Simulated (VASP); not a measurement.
A run of VASP 6.6.1 is set up as follows.

INCAR

```
SYSTEM = BN
ALGO = Normal
EDIFF = 1E-7
ENCUT = 520
GGA = PE
ISIF = 2
ISMEAR = 0
LASPH = .TRUE.
LCHARG = .FALSE.
LREAL = .FALSE.
LWAVE = .FALSE.
NBANDS = 16
NELM = 100
PREC = Accurate
SIGMA = 0.1
```

Contents of KPOINTS:

```
k-points
0
G
  6 6 4
  0 0 0
```

POSCAR

```
BN
1.0
    2.5121118924      0.0000000029      0.0000000000
   -1.2560559487      2.1755527145      0.0000000000
    0.0000000000      0.0000000000      7.8552204390
B N
2 2
Direct
    0.0000000000      0.0000000000      0.9998574584
    0.3333333333      0.6666666667      0.5001500875
    0.3333333333      0.6666666667     -0.0001587564
    0.6666666667      0.3333333333      0.5001512004
```

Potentials or basis: VASP PAW PBE potentials, release 64 (B, N).

Run with:

```console
$ cat potpaw_PBE.64/B/POTCAR potpaw_PBE.64/N/POTCAR > POTCAR
$ mpirun -np 1 vasp_std > vasp.out
```

Problem. Estimate the band gap on the k mesh.

Solution. 4.52 eV (least direct gap 4.62 eV).

Problem. Estimate the pressure.

Solution. 0.1 GPa.

Caveat: the k points lie up to 0.48 Å⁻¹ apart; this functional lacks dispersion, which binds the layers, so the pressure and a relaxed spacing across them are unreliable. A k mesh can miss the band edges.
